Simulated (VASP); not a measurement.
Here is a VASP 6.6.1 calculation.

The input POSCAR:

```
C
1.0
    2.4559134450      0.0000000000      0.0000000000
   -1.2279567225      2.1268834329      0.0000000000
    0.0000000000      0.0000000000      7.0106290262
C
4
Direct
    1.0000000000      1.0000000000      0.2500000000
    0.0000000000      0.0000000000      0.7500000000
    0.3333333333      0.6666666667      0.2500000000
    0.6666666667      0.3333333333      0.7500000000
```

The input INCAR.step1:

```
ALGO = Normal ; EDIFF = 1E-4
ENCUT = 520 ; GGA = PE
ISMEAR = 1 ; LASPH = T
LCHARG = F ; LREAL = F
LWAVE = T ; NBANDS = 16
NELM = 80 ; PREC = Accurate
SIGMA = 0.1
```

File INCAR.step2:

```
ALGO = Normal ; EDIFF = 1E-6
ENCUT = 520 ; ISIF = 2
ISMEAR = 1 ; ISTART = 1
LASPH = T ; LCHARG = T
LELF = T ; LMIXTAU = T
LREAL = F ; LVHAR = T
LWAVE = F ; METAGGA = R2SCAN
NBANDS = 16 ; NELM = 80
PREC = Accurate ; SIGMA = 0.1
```

The input KPOINTS:

```
k-points
0
Gamma
  15 15 5
```

Potentials or basis: VASP PAW PBE potentials, release 64 (C).

Run with:

```sh
$ cat potpaw_PBE.64/C/POTCAR > POTCAR
$ cp INCAR.step1 INCAR
$ mpirun -np 1 vasp_std > vasp.out
$ cp INCAR.step2 INCAR
$ mpirun -np 1 vasp_std > vasp.out
```

(1) What does it give for the band gap on the k mesh?

(2) What does it give for the pressure?

## Answers

(1) zero (bands 8 and 9 overlap by 0.02 eV).

(2) 0.7 GPa.

Caveat: the PAW data sets were made with another functional, which shifts forces and pressure a little.
